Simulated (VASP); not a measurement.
# TiB2 (P6/mmm) in VASP: notebook

Runs on TiB2. Level: PBE. Tasks: single point.

All numbers are computed with VASP 6.6.1; they aren't measurements. Logs are shortened: lines on timing, memory, paths and dates and some standing lists are left out, and cuts for length are marked.

## Step 1: The cell of the first run

Symmetry: P6/mmm, No. 191, hexagonal system. The conventional cell has a = 3.029 Å, b = 3.029 Å, c = 3.228 Å, α = 90.00°, β = 90.00°, γ = 120.00°. Ti (site symmetry 6/mmm) has 12 B at 2.38 Å and 6 Ti at 3.03 Å within 3.1 Å. Within 2.3 Å of B (site symmetry -6m2) lie 3 B at 1.75 Å.

## Step 2: Single point, PBE

Input file INCAR:

```
PREC = Accurate
ENCUT = 520
EDIFF = 1E-6
ISMEAR = 1
SIGMA = 0.1
LREAL = False
LASPH = True
NELM = 60
ALGO = Normal
ISIF = 2
LWAVE = False
LCHARG = False
GGA = PE
NBANDS = 16
```

Input file KPOINTS:

```
Automatic mesh
0
Gamma
  11 11 9
```

Input file POSCAR:

```
TiB2
1.0
    3.0292000000      0.0000000000      0.0000000000
   -1.5146000000      2.6233600000      0.0000000000
    0.0000000000      0.0000000000      3.2284000000
Ti B
1 2
Direct
    0.0000000000      0.0000000000      0.0000000000
    0.3333333333      0.6666666667      0.5000000000
    0.6666666667      0.3333333333      0.5000000000
```

Potentials or basis: VASP PAW PBE potentials, release 64 (Ti_sv, B).

Started as:

```console
$ cat potpaw_PBE.64/Ti_sv/POTCAR potpaw_PBE.64/B/POTCAR > POTCAR
$ mpirun -np 1 vasp_std > vasp.out
```

OUTCAR:

```text
PREC = Accurate
   ENCUT = 520
   EDIFF = 1E-6
   ISMEAR = 1
   LREAL = False
   LASPH = True
   NELM = 60
   ISIF = 2
   GGA = PE

 ion  position               nearest neighbor table
   1  0.000  0.000  0.000-   2 2.38   2 2.38   3 2.38   3 2.38   2 2.38   3 2.38   2 2.38   3 2.38
                             3 2.38   3 2.38   2 2.38   2 2.38
   2  0.333  0.667  0.500-   3 1.75   3 1.75   3 1.75   1 2.38   1 2.38   1 2.38   1 2.38   1 2.38
                             1 2.38
   3  0.667  0.333  0.500-   2 1.75   2 1.75   2 1.75   1 2.38   1 2.38   1 2.38   1 2.38   1 2.38
                             1 2.38

  LATTYP: Found a hexagonal cell.
 ALAT       =     3.0292000000
 C/A-ratio  =     1.0657599366

  Lattice vectors:

 A1 = (   3.0292000000,   0.0000000000,   0.0000000000)
 A2 = (  -1.5146000000,   2.6233600000,   0.0000000000)
 A3 = (   0.0000000000,   0.0000000000,   3.2284000000)

Analysis of symmetry for initial positions (statically):
=====================================================================
 Subroutine PRICEL returns:
 Original cell was already a primitive cell.

 Routine SETGRP: Setting up the symmetry group for a
 hexagonal supercell.

 Subroutine GETGRP returns: Found 24 space group operations
 (whereof 24 operations were pure point group operations)
 out of a pool of 24 trial point group operations.

The static configuration has the point symmetry D_6h.

Analysis of symmetry for dynamics (positions and initial velocities):
=====================================================================
 Subroutine PRICEL returns:
 Original cell was already a primitive cell.

 Routine SETGRP: Setting up the symmetry group for a
 hexagonal supercell.

 Subroutine GETGRP returns: Found 24 space group operations
 (whereof 24 operations were pure point group operations)
 out of a pool of 24 trial point group operations.

The dynamic configuration has the point symmetry D_6h.

 Subroutine INISYM returns: Found 24 space group operations
 (whereof 24 operations are pure point group operations),
 and found     1 'primitive' translations

----------------------------------------------------------------------------------------

                                     Primitive cell

  volume of cell :      25.6551

  direct lattice vectors                    reciprocal lattice vectors
     3.029200000  0.000000000  0.000000000     0.330120164  0.190595267  0.000000000
    -1.514600000  2.623360000  0.000000000     0.000000000  0.381190534  0.000000000
     0.000000000  0.000000000  3.228400000     0.000000000  0.000000000  0.309750960

  length of vectors
     3.029200000  3.029196403  3.228400000     0.381190082  0.381190534  0.309750960

  position of ions in fractional coordinates (direct lattice)
     0.000000000  0.000000000  0.000000000
     0.333333333  0.666666667  0.500000000
     0.666666667  0.333333333  0.500000000

  ion indices of the primitive-cell ions
   primitive index   ion index
                 1           1
                 2           2
                 3           3

----------------------------------------------------------------------------------------

 KPOINTS: Automatic mesh

Automatic generation of k-mesh.
 Grid dimensions read from file:
 generate k-points for:   11   11    9

 Generating k-lattice:

  Cartesian coordinates                     Fractional coordinates (reciprocal lattice)
     0.030010924  0.017326842  0.000000000     0.090909091  0.000000000  0.000000000
     0.000000000  0.034653685  0.000000000     0.000000000  0.090909091  0.000000000
     0.000000000  0.000000000  0.034416773     0.000000000  0.000000000  0.111111111

  Length of vectors
     0.034653644  0.034653685  0.034416773

  Shift w.r.t. Gamma in fractional coordinates (k-lattice)
     0.000000000  0.000000000  0.000000000

 Subroutine IBZKPT returns following result:
 ===========================================

 Found     80 irreducible k-points:

 Following reciprocal coordinates:
            Coordinates               Weight
  0.000000  0.000000  0.000000      1.000000
  0.090909  0.000000  0.000000      6.000000
  0.181818  0.000000  0.000000      6.000000
  0.272727  0.000000  0.000000      6.000000
  0.363636  0.000000  0.000000      6.000000
  0.454545  0.000000  0.000000      6.000000
[... 16 lines left out ...]
  0.090909  0.090909  0.111111     12.000000
  0.181818  0.090909  0.111111     24.000000
 [... further k-points ...]
   k-points           NKPTS =     80   k-points in BZ     NKDIM =     80   number of bands    NBANDS=     16
   number of dos      NEDOS =    301   number of ions     NIONS =      3
   total plane-waves  NPLWV =  13824
   dimension x,y,z NGX =    24 NGY =   24 NGZ =   24
   dimension x,y,z NGXF=    48 NGYF=   48 NGZF=   48
   ions per type =               1   2
   NGX,Y,Z   is equivalent  to a cutoff of  13.17, 13.17, 12.36 a.u.
   NGXF,Y,Z  is equivalent  to a cutoff of  26.34, 26.34, 24.72 a.u.
 SYSTEM =  unknown system
   PREC   = accura    normal or accurate (medium, high low for compatibility)
   ISTART =      0    job   : 0-new  1-cont  2-samecut
   ICHARG =      2    charge: 1-file 2-atom 10-const
   ISPIN  =      1    spin polarized calculation?
   LNONCOLLINEAR =      F non collinear calculations
   LSORBIT =      F    spin-orbit coupling
   LASPH  =      T    aspherical Exc in radial PAW
   ENCUT  =  520.0 eV  38.22 Ry    6.18 a.u.   5.63  5.63  6.00*2*pi/ulx,y,z
   NELM   =     60;   NELMIN=  2; NELMDL= -5     # of ELM steps
   EDIFF  = 0.1E-05   stopping-criterion for ELM
   LREAL  =      F    real-space projection
   EDIFFG = 0.1E-04   stopping-criterion for IOM
   NSW    =      0    number of steps for IOM
   IBRION =     -1    ionic relax: 0-MD 1-quasi-New 2-CG
   NFREE  =      0    steps in history (QN), initial steepest desc. (CG)
   ISIF   =      2    stress and relaxation
   ISYM   =      2    0-nonsym 1-usesym 2-fastsym
   POTIM  = 0.5000    time-step for ionic-motion
   TEBEG  =    0.0;   TEEND  =   0.0 temperature during run
   PSTRESS=    0.0 pullay stress
   NELECT =      18.0000    total number of electrons
   NUPDOWN=      -1.0000    fix difference up-down
   EMIN   =  10.00;   EMAX   =-10.00  energy-range for DOS
   EFERMI =   0.00;   METHOD = LEGACY
   ISMEAR =     1;   SIGMA  =   0.10  broadening in eV -4-tet -1-fermi 0-gaus
   EFERMI_NEDOS =   21; number of points for ismear=-14 and -15
   IALGO  =     38    algorithm
   IMIX   =      4    mixing-type and parameters
     AMIX     =   0.40;   BMIX     =  1.00
     AMIX_MAG =   1.60;   BMIX_MAG =  1.00
  volume/ion in A,a.u.               =       8.55        57.71
  Fermi-wavevector in a.u.,A,eV,Ry     =   1.454704  2.748992 28.792152  2.116163
  Thomas-Fermi vector in A             =   2.571824
   LORBIT       =      0    0 simple, 1 ext, 2 COOP (PROOUT), +10 PAW based schemes
   GGA     = PE    functional components
   LHFCALC =     F    Hartree Fock is set to
   AEXX    =    0.0000 exact exchange contribution
   IVDW    =     0    specifies the selected vdW correction
   LEPSILON=     F    determine dielectric tensor
   LRPA    =     F    only Hartree local field effects (RPA)
 non-spin polarized calculation
 Methfessel and Paxton  Order N= 1 SIGMA  =   0.10
  energy-cutoff  :      520.00
  volume of cell :       25.66
 maximum number of plane-waves:       721
 NGX is ok and might be reduce to    24
   NGX = 11   NGY = 11   NGZ = 13

 number of electron      18.0000003 magnetization

 Free energy of the ion-electron system (eV)
  ---------------------------------------------------
  ext. energy  EPLUGINS =         0.00000000
  ---------------------------------------------------
  free energy    TOTEN  =       -24.42925585 eV

  energy without entropy =      -24.42883402  energy(sigma->0) =      -24.42911524

 E-fermi :   9.9756     XC(G=0): -12.7688

 val. band max:        9.9539064103   @ k =   0.1818   0.1818   0.1111
 cond. band min:       9.9873761349   @ k =   0.0909   0.0000   0.3333
 fundamental gap:      0.0334697246
 Fermi energy:         9.9756406520

 k-point     1 :       0.0000    0.0000    0.0000
  band No.  band energies     occupation
      1     -46.9624      2.00000
      2     -23.3113      2.00000
      3     -23.0002      2.00000
      4     -23.0002      2.00000
      5      -3.5077      2.00000
      6       7.3976      2.00000
[... 8 lines left out ...]
     15      15.7693      0.00000
     16      16.9198      0.00000

 k-point     2 :       0.0909    0.0000    0.0000
  band No.  band energies     occupation
      1     -46.9581      2.00000
      2     -23.3058      2.00000
      3     -23.0331      2.00000
      4     -23.0076      2.00000
      5      -3.3487      2.00000
      6       6.9431      2.00000
[... 8 lines left out ...]
     15      16.6942      0.00000
     16      17.4270      0.00000

 k-point     3 :       0.1818    0.0000    0.0000
  band No.  band energies     occupation
      1     -46.9465      2.00000
      2     -23.2911      2.00000
      3     -23.1207      2.00000
      4     -23.0276      2.00000
      5      -2.8826      2.00000
      6       5.8057      2.00000
[... 8 lines left out ...]
     15      18.0481      0.00000
     16      18.5383      0.00000

 k-point     4 :       0.2727    0.0000    0.0000
  band No.  band energies     occupation
      1     -46.9314      2.00000
      2     -23.2718      2.00000
      3     -23.2336      2.00000
      4     -23.0536      2.00000
      5      -2.1375      2.00000
      6       4.3658      2.00000
[... 8 lines left out ...]
     15      17.2372      0.00000
     16      19.1467      0.00000
[... 324 lines left out ...]
 k-point    22 :       0.4545    0.0000    0.1111
  band No.  band energies     occupation
      1     -46.9074      2.00000
      2     -23.3922      2.00000
      3     -23.2641      2.00000
      4     -23.0890      2.00000
      5       0.1009      2.00000
      6       1.4260      2.00000
[... 8 lines left out ...]
     15      18.1147      0.00000
     16      19.1868      0.00000

 k-point    23 :       0.0909    0.0909    0.1111
  band No.  band energies     occupation
      1     -46.9485      2.00000
      2     -23.3187      2.00000
      3     -23.0890      2.00000
      4     -23.0213      2.00000
      5      -2.8868      2.00000
      6       6.3104      2.00000
[... 8 lines left out ...]
     15      17.5845      0.00000
     16      17.7718      0.00000

 k-point    24 :       0.1818    0.0909    0.1111
  band No.  band energies     occupation
      1     -46.9351      2.00000
      2     -23.3011      2.00000
      3     -23.1836      2.00000
      4     -23.0492      2.00000
      5      -2.2987      2.00000
      6       5.1022      2.00000
[... 8 lines left out ...]
     15      17.8599      0.00000
     16      18.9893      0.00000

 [... further k-points ...]
[... 5 lines left out ...]
  --------------------------------------------------------------------------------------
  -------------------------------------------------------------------------------------
  Total        0.1261154      0.1261150     -0.0401322      0.0000000      0.0000000     -0.0000000
  in kB        7.8759965      7.8759716     -2.5062834      0.0000000      0.0000000     -0.0000000
  external PRESSURE =       4.4152282 kB  Pullay stress =       0.0000000 kB

 VOLUME and BASIS-vectors are now :
 -----------------------------------------------------------------------------
  energy-cutoff  :      520.00
  volume of cell :       25.66
      direct lattice vectors                 reciprocal lattice vectors
     3.029200000  0.000000000  0.000000000     0.330120164  0.190595267  0.000000000
    -1.514600000  2.623360000  0.000000000     0.000000000  0.381190534  0.000000000
     0.000000000  0.000000000  3.228400000     0.000000000  0.000000000  0.309750960

 POSITION                                       TOTAL-FORCE (eV/Angst)
 -----------------------------------------------------------------------------------
      0.00000      0.00000      0.00000        -0.000000     -0.000000      0.000000
     -0.00000      1.74891      1.61420         0.000000     -0.000000      0.000000
      1.51460      0.87445      1.61420        -0.000000      0.000000      0.000000
 -----------------------------------------------------------------------------------
    total drift:                               -0.000000      0.000000      0.000000

  FREE ENERGIE OF THE ION-ELECTRON SYSTEM (eV)
  ---------------------------------------------------
  free  energy   TOTEN  =       -24.4292558461 eV

  energy  without entropy=      -24.4288340178  energy(sigma->0) =      -24.42911524
```

Wall time 12 s (1 thread of Intel Xeon Platinum 8559C (Emerald Rapids), shared host); peak memory 0.15 GiB.

Results:

- Free energy: -24.4293 eV
- Pressure: 0.4 GPa
- Band gap on the k mesh: zero (band 9 reaches 10.18 eV, above the bottom of band 10 at 9.74 eV)

Levels at points of the mesh, in eV from the Fermi level:
```
           k point  band 6  band 7  band 8  band 9  band 10  band 11  band 12  band 13
(0.00, 0.00, 0.00)   -2.58   -2.58   -2.31   -2.09     1.91     1.91     3.67     3.67
```

(Part 1 of 2 ends here.)
